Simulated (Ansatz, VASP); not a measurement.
## MgO in VASP and in Ansatz

File INCAR:

```
PREC     = Accurate       # precision mode
ENCUT    = 520            # plane-wave cutoff, eV
EDIFF    = 1E-6           # SCF threshold, eV
ISMEAR   = 0              # smearing method
SIGMA    = 0.01           # smearing width, eV
LREAL    = False          # projectors in reciprocal space
LASPH    = True           # aspherical terms in the spheres
NELM     = 100            # most SCF steps
ALGO     = Normal         # electronic algorithm
ISIF     = 2              # what is computed and relaxed
LWAVE    = False          # write WAVECAR
LCHARG   = False          # write CHGCAR
GGA      = PE             # functional
NBANDS   = 16             # bands
```

File KPOINTS:

```
regular mesh
0
Gamma
  12 12 6
```

The input POSCAR:

```
MgO
1.0
    3.4863778600      0.0000000000      0.0000000000
   -1.7431889300      3.0192918000      0.0000000000
    0.0000000000      0.0000000000      4.1780412200
Mg O
2 2
Direct
    0.6666666667      0.3333333333      0.7500000000
    0.3333333333      0.6666666667      0.2500000000
    0.6666666667      0.3333333333      0.2500000000
    0.3333333333      0.6666666667      0.7500000000
```

Input for Ansatz:

```yaml
crystal:
  lattice:
    - [3.48637786, 0.0, 0.0]
    - [-1.74318893, 3.0192918, 0.0]
    - [0.0, 0.0, 4.17804122]
  atoms:
    - { symbol: Mg, position: [0.6666666666666666, 0.3333333333333333, 0.75] }
    - { symbol: Mg, position: [0.3333333333333333, 0.6666666666666666, 0.25] }
    - { symbol: O, position: [0.6666666666666666, 0.3333333333333333, 0.25] }
    - { symbol: O, position: [0.3333333333333333, 0.6666666666666666, 0.75] }
basis:
  ecutwfc: 450.0
kpoints:
  mp_grid:
    grid: [12, 12, 6]
hamiltonian:
  xc: pbe
scf:
  occupations:
    method: fixed
output:
  eigenvalues: true
```

Alike in both runs: task single point; functional PBE; k mesh 12 × 12 × 6; no spin polarisation.

```csv
,VASP,Ansatz
version,VASP 6.6.1,Ansatz 0.2.0
potentials or method,"VASP PAW PBE potentials, release 64 (Mg, O), cutoff 520 eV","plane waves, PAW"
occupations,"gaussian, width 0.01 eV",fixed
valence electrons in the cell,16,32
```

```csv
,VASP,Ansatz,Ansatz less VASP
gap on the k mesh at the Fermi level (eV),3.44,3.46,+0.017
```

VASP's potentials hold 16 valence electrons a cell and Ansatz's 32, so a difference there can come from the potentials and not from the codes.
